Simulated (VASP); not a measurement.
Here is a VASP 6.6.1 calculation.

File INCAR:

```
ALGO     = Normal         # electronic algorithm
EDIFF    = 1E-7           # SCF threshold, eV
ENCUT    = 520            # plane-wave cutoff, eV
ISIF     = 2              # what is computed and relaxed
ISMEAR   = 0              # smearing method
LASPH    = T              # aspherical terms in the spheres
LCHARG   = T              # write CHGCAR
LELF     = T              # ELF
LREAL    = F              # projectors in reciprocal space
LVHAR    = T            
LWAVE    = F              # write WAVECAR
NBANDS   = 30             # bands
NELM     = 60             # most SCF steps
PREC     = Accurate       # precision mode
SIGMA    = 0.02           # smearing width, eV
```

The input KPOINTS:

```
k-points
0
Gamma
  9 9 9
```

File POSCAR:

```
B
1.0
    2.4203851085      1.3974099956      4.1309835458
   -2.4203851085      1.3974099956      4.1309835458
    0.0000000000     -2.7948199862      4.1309835475
B
12
Direct
    0.0104689144      0.6543126748      0.0104689144
    0.0104689144      0.0104689144      0.6543126748
    0.6543126748      0.0104689144      0.0104689144
    0.3456873252      0.9895310856      0.9895310856
    0.9895310856      0.3456873252      0.9895310856
    0.9895310856      0.9895310856      0.3456873252
    0.2214736203      0.6299992395      0.2214736203
    0.2214736203      0.2214736203      0.6299992395
    0.6299992395      0.2214736203      0.2214736203
    0.3700007605      0.7785263797      0.7785263797
    0.7785263797      0.3700007605      0.7785263797
    0.7785263797      0.7785263797      0.3700007605
```

Potentials or basis: VASP PAW LDA potentials, release 64 (B).

Command:

```console
$ cat potpaw_LDA.64/B/POTCAR > POTCAR
$ mpirun -np 1 vasp_std > vasp.out
```

(1) Estimate the band gap on the k mesh.

(2) Estimate the largest force.

(3) Predict the pressure.

Answers

(1) 1.39 eV, indirect (least direct gap 1.72 eV).

(2) 0.018 eV/Å.

(3) 0.4 GPa.
